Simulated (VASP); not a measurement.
A run of VASP 6.6.1 is set up as follows.

The input INCAR:

```
PREC = Accurate
ENCUT = 600
EDIFF = 1E-6
ISMEAR = -1
SIGMA = 0.15
LREAL = False
LASPH = True
NELM = 100
ALGO = Normal
ISIF = 4
LWAVE = False
LCHARG = False
GGA = PS
IBRION = 2
NSW = 80
EDIFFG = -0.001
```

The input KPOINTS:

```
regular mesh
0
Gamma
  18 18 10
```

The input POSCAR:

```
Al
1.0
    2.8591211928      0.0000000000      0.0000000000
   -1.4295605964      2.4760715855      0.0000000000
    0.0000000000      0.0000000000      4.7061814872
Al
2
Direct
    0.6666666667      0.3333333333      0.7500000000
    0.3333333333      0.6666666667      0.2500000000
```

Potentials or basis: VASP PAW PBE potentials, release 64 (Al).

Command:

```bash
$ cat potpaw_PBE.64/Al/POTCAR > POTCAR
$ mpirun -np 1 vasp_std > vasp.out
```

Task: What does it give for the band gap on the k mesh?

Result: Zero (bands 3 and 4 overlap by 7.24 eV).

Final structure:
```
Al
1.0
     2.85802    0.00000    0.00000
    -1.42901    2.47512    0.00000
     0.00000    0.00000    4.70981
Al
2
Direct
  0.66667 0.33333 0.75000
  0.33333 0.66667 0.25000
```
